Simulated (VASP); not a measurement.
# Sc (Fd-3m) in VASP: notebook, part 2 of 2

VASP 6.6.1. Earlier steps stand in the parts before.

## Step 3: Single point, PBE

This run uses another cell than the first one, of 34.42 Å³/atom.

The input, INCAR:

```
ALGO     = Normal         # electronic algorithm
EDIFF    = 1E-6           # SCF threshold, eV
ENCUT    = 520            # plane-wave cutoff, eV
GGA      = PE             # functional
ISIF     = 2              # what is computed and relaxed
ISMEAR   = -1             # smearing method
LASPH    = True           # aspherical terms in the spheres
LCHARG   = False          # write CHGCAR
LREAL    = False          # projectors in reciprocal space
LWAVE    = False          # write WAVECAR
NBANDS   = 18             # bands
NELM     = 60             # most SCF steps
PREC     = Accurate       # precision mode
SIGMA    = 0.06122561905347299 # smearing width, eV
```

The input, KPOINTS:

```
k-points
0
Gamma
  10 10 10
```

The input, POSCAR:

```
Sc
1.0
    0.0000000000      3.2529339974      3.2529339974
    3.2529339974      0.0000000000      3.2529339974
    3.2529339974      3.2529339974      0.0000000000
Sc
2
Direct
    0.0000000000      0.0000000000      0.0000000000
    0.2500000000      0.2500000000      0.2500000000
```

Potentials or basis: VASP PAW PBE potentials, release 64 (Sc_sv).

The run is started by

```sh
cat potpaw_PBE.64/Sc_sv/POTCAR > POTCAR
mpirun -np 1 vasp_std > vasp.out
```

Run time: 32 s. Hardware: 1 thread of Intel Xeon Platinum 8488C (Sapphire Rapids), shared host; peak memory 0.21 GiB.

The run converged. Its results:

```yaml
Free_energy: -8.5522 eV
Pressure: 0.0 GPa
Band_gap_on_the_k_mesh: zero (bands 11 and 12 overlap by 0.60 eV)
```

Levels at points of the mesh, in eV from the Fermi level:
| k point | band 7 | band 8 | band 9 | band 10 | band 11 | band 12 | band 13 | band 14 | band 15 | band 16 |
| --- | --- | --- | --- | --- | --- | --- | --- | --- | --- | --- |
| (0.00, 0.00, 0.00) | -28.34 | -28.34 | -4.07 | 0.02 | 0.02 | 0.22 | 0.22 | 0.22 | 1.58 | 1.58 |
| (0.50, 0.00, 0.00) | -28.29 | -28.29 | -1.86 | -0.97 | -0.02 | -0.02 | 0.34 | 0.34 | 0.40 | 2.21 |
| (0.50, 0.50, 0.00) | -28.25 | -28.25 | -1.02 | -1.02 | -0.24 | -0.24 | 0.45 | 0.45 | 1.65 | 1.65 |

## Step 4: Single point, PBE

This run uses another cell than the first one, of 35.11 Å³/atom.

The input, INCAR:

```
SYSTEM = Sc
PREC = Accurate ; ENCUT = 520
EDIFF = 1E-6 ; ISMEAR = -1
SIGMA = 0.06122561905347299 ; LREAL = .FALSE.
LASPH = .TRUE. ; NELM = 100
ALGO = Normal ; ISIF = 2
LWAVE = .FALSE. ; LCHARG = .FALSE.
GGA = PE ; NBANDS = 18
```

The input, KPOINTS:

```
Automatic mesh
0
G
  10 10 10
  0 0 0
```

The input, POSCAR:

```
Sc
1.0
    0.0000000000      3.2744772345      3.2744772345
    3.2744772345      0.0000000000      3.2744772345
    3.2744772345      3.2744772345      0.0000000000
Sc
2
Direct
    0.0000000000      0.0000000000      0.0000000000
    0.2500000000      0.2500000000      0.2500000000
```

The run is started by

```sh
cat potpaw_PBE.64/Sc_sv/POTCAR > POTCAR
mpirun -np 1 vasp_std > vasp.out
```

Run time: 34 s. Hardware: 1 thread of Intel Xeon Platinum 8488C (Sapphire Rapids), shared host; peak memory 0.21 GiB.

The run converged. Its results:

```
Free energy            : -8.5519 eV
Pressure               : -0.1 GPa
Band gap on the k mesh : zero (bands 11 and 12 overlap by 0.65 eV)
```

Levels at points of the mesh, in eV from the Fermi level:
| k point | band 9 | band 10 | band 11 | band 12 | band 13 | band 14 |
| --- | --- | --- | --- | --- | --- | --- |
| (0.00, 0.00, 0.00) | -4.03 | 0.03 | 0.03 | 0.21 | 0.21 | 0.21 |
| (0.50, 0.00, 0.00) | -1.87 | -0.95 | 0.00 | 0.00 | 0.34 | 0.34 |
| (0.50, 0.50, 0.00) | -0.99 | -0.99 | -0.27 | -0.27 | 0.45 | 0.45 |

## Step 5: Single point, PBE

This run uses another cell than the first one, of 35.80 Å³/atom.

The input, INCAR:

```
SYSTEM = Sc
PREC = Accurate
ENCUT = 520
EDIFF = 1E-6
ISMEAR = -1
SIGMA = 0.06122561905347299
LREAL = .FALSE.
LASPH = .TRUE.
NELM = 60
ALGO = Normal
ISIF = 2
LWAVE = .FALSE.
LCHARG = .FALSE.
GGA = PE
NBANDS = 18
```

KPOINTS is that of step 4.

The input, POSCAR:

```
Sc
1.0
    0.0000000000      3.2957406695      3.2957406695
    3.2957406695      0.0000000000      3.2957406695
    3.2957406695      3.2957406695      0.0000000000
Sc
2
Direct
    0.0000000000      0.0000000000      0.0000000000
    0.2500000000      0.2500000000      0.2500000000
```

Potentials or basis: VASP PAW PBE potentials, release 64 (Sc_sv).

The run is started by

```sh
cat potpaw_PBE.64/Sc_sv/POTCAR > POTCAR
mpirun -np 1 vasp_std > vasp.out
```

OUTCAR:

```text
SYSTEM = Sc
   PREC = Accurate
   ENCUT = 520
   EDIFF = 1E-6
   ISMEAR = -1
   LREAL = .FALSE.
   LASPH = .TRUE.
   NELM = 60
   ISIF = 2
   GGA = PE

 ion  position               nearest neighbor table
   1  0.000  0.000  0.000-   2 2.85   2 2.85   2 2.85   2 2.85
   2  0.250  0.250  0.250-   1 2.85   1 2.85   1 2.85   1 2.85

  LATTYP: Found a face centered cubic cell.
 ALAT       =     6.5914813390

  Lattice vectors:

[... 691 lines left out ...]

------------------------ aborting loop because EDIFF is reached ----------------------------------------

  FORCE on cell =-STRESS in cart. coord.  units (eV):
  Direction    XX          YY          ZZ          XY          YZ          ZX
  --------------------------------------------------------------------------------------
  -------------------------------------------------------------------------------------
  Total       -0.1205509     -0.1205509     -0.1205509     -0.0000000     -0.0000000     -0.0000000
  in kB       -2.6976886     -2.6976886     -2.6976886     -0.0000000     -0.0000000     -0.0000000
  external PRESSURE =      -2.6976886 kB  Pullay stress =       0.0000000 kB

 VOLUME and BASIS-vectors are now :
 -----------------------------------------------------------------------------
  energy-cutoff  :      520.00
  volume of cell :       71.60
      direct lattice vectors                 reciprocal lattice vectors
     0.000000000  3.295740670  3.295740670    -0.151710966  0.151710966  0.151710966
     3.295740670  0.000000000  3.295740670     0.151710966 -0.151710966  0.151710966
     3.295740670  3.295740670  0.000000000     0.151710966  0.151710966 -0.151710966

 POSITION                                       TOTAL-FORCE (eV/Angst)
 -----------------------------------------------------------------------------------
      0.00000      0.00000      0.00000        -0.000000     -0.000000     -0.000000
      1.64787      1.64787      1.64787         0.000000      0.000000      0.000000
 -----------------------------------------------------------------------------------
    total drift:                                0.000000      0.000000      0.000000

  FREE ENERGIE OF THE ION-ELECTRON SYSTEM (eV)
  ---------------------------------------------------
  free  energy   TOTEN  =        -8.5505352847 eV

  energy  without entropy=       -8.4784583234  energy(sigma->0) =       -8.51449680
```

OSZICAR:

```text
N       E                     dE             d eps       ncg     rms          rms(c)
DAV:   1     0.305160729094E+03    0.30516E+03   -0.10055E+04  1716   0.118E+03
DAV:   2     0.642835115393E+01   -0.29873E+03   -0.29389E+03  2028   0.521E+02
DAV:   3    -0.928536626672E+01   -0.15714E+02   -0.15177E+02  2648   0.132E+02
DAV:   4    -0.974643344869E+01   -0.46107E+00   -0.45599E+00  2518   0.225E+01
DAV:   5    -0.975864248149E+01   -0.12209E-01   -0.12194E-01  2846   0.349E+00    0.588E+00
DAV:   6    -0.858915926520E+01    0.11695E+01   -0.46650E+00  2430   0.179E+01    0.103E+00
DAV:   7    -0.855636987950E+01    0.32789E-01   -0.18299E-01  2570   0.332E+00    0.549E-01
DAV:   8    -0.855110205254E+01    0.52678E-02   -0.24705E-02  2286   0.194E+00    0.214E-01
DAV:   9    -0.855065560873E+01    0.44644E-03   -0.96680E-03  2400   0.887E-01    0.733E-02
DAV:  10    -0.855053058164E+01    0.12503E-03   -0.12795E-03  2726   0.308E-01    0.755E-03
DAV:  11    -0.855053651162E+01   -0.59300E-05   -0.14226E-05  2548   0.439E-02    0.712E-03
DAV:  12    -0.855053547708E+01    0.10345E-05   -0.96712E-06  2370   0.306E-02    0.602E-04
DAV:  13    -0.855053528468E+01    0.19240E-06   -0.80977E-08  1098   0.371E-03
   1 F= -.85505353E+01 E0= -.85144968E+01  d E =-.720770E-01
```

Wall time 34 s (1 thread of Intel Xeon Platinum 8488C (Sapphire Rapids), shared host); peak memory 0.21 GiB.

What came out:

```
Free energy            : -8.5505 eV
Pressure               : -0.3 GPa
Band gap on the k mesh : zero (bands 11 and 12 overlap by 0.68 eV)
```

## Step 6: Single point, PBE

This run uses another cell than the first one, of 36.49 Å³/atom.

The input, INCAR:

```
SYSTEM = Sc
ALGO = Fast ; EDIFF = 1E-6
ENCUT = 520 ; GGA = PE
ISIF = 2 ; ISMEAR = -1
LASPH = .True. ; LCHARG = .True.
LELF = .True. ; LREAL = .False.
LVHAR = .True. ; LWAVE = .False.
NBANDS = 18 ; NELM = 60
PREC = Accurate ; SIGMA = 0.06122561905347299
```

The input, KPOINTS:

```
k-points
0
Gamma
  10 10 10
  0 0 0
```

The input, POSCAR:

```
Sc
1.0
    0.0000000000      3.3167332143      3.3167332143
    3.3167332143      0.0000000000      3.3167332143
    3.3167332143      3.3167332143      0.0000000000
Sc
2
Direct
    0.0000000000      0.0000000000      0.0000000000
    0.2500000000      0.2500000000      0.2500000000
```

Potentials or basis: VASP PAW PBE potentials, release 64 (Sc_sv).

The run is started by

```sh
cat potpaw_PBE.64/Sc_sv/POTCAR > POTCAR
mpirun -np 1 vasp_std > vasp.out
```

Run time: 55 s. Hardware: 1 thread of Intel Xeon Platinum 8488C (Sapphire Rapids), shared host; peak memory 0.22 GiB.

Results (log left out):

| Quantity | Value |
| --- | --- |
| Free energy | -8.5480 eV |
| Pressure | -0.4 GPa |
| Band gap on the k mesh | zero (bands 11 and 12 overlap by 0.70 eV) |

Levels at points of the mesh, in eV from the Fermi level:
```
           k point  band 9  band 10  band 11  band 12  band 13  band 14
(0.00, 0.00, 0.00)   -3.97     0.06     0.06     0.20     0.20     0.20
(0.50, 0.00, 0.00)   -1.89    -0.92     0.03     0.03     0.33     0.33
(0.50, 0.50, 0.00)   -0.93    -0.93    -0.32    -0.32     0.43     0.43
```

## Step 7: Overview

```csv
cell,gap on the mesh (eV),pressure (GPa)
"a = 4.569 Å, angles 60.0°, 2 atoms",none,0.2
"a = 4.600 Å, angles 60.0°, 2 atoms",none,0.0
"a = 4.631 Å, angles 60.0°, 2 atoms",none,-0.1
"a = 4.661 Å, angles 60.0°, 2 atoms",none,-0.3
"a = 4.691 Å, angles 60.0°, 2 atoms",none,-0.4
```

Alike in all rows: task single point; level PBE; potentials or basis VASP PAW PBE potentials, release 64 (Sc_sv); no spin polarisation; k mesh 10 × 10 × 10; cutoff (eV) 520; smearing fermi-dirac 0.0612256 eV.

Total energies depend on the potentials used, so only differences within one code and one set of settings carry meaning.
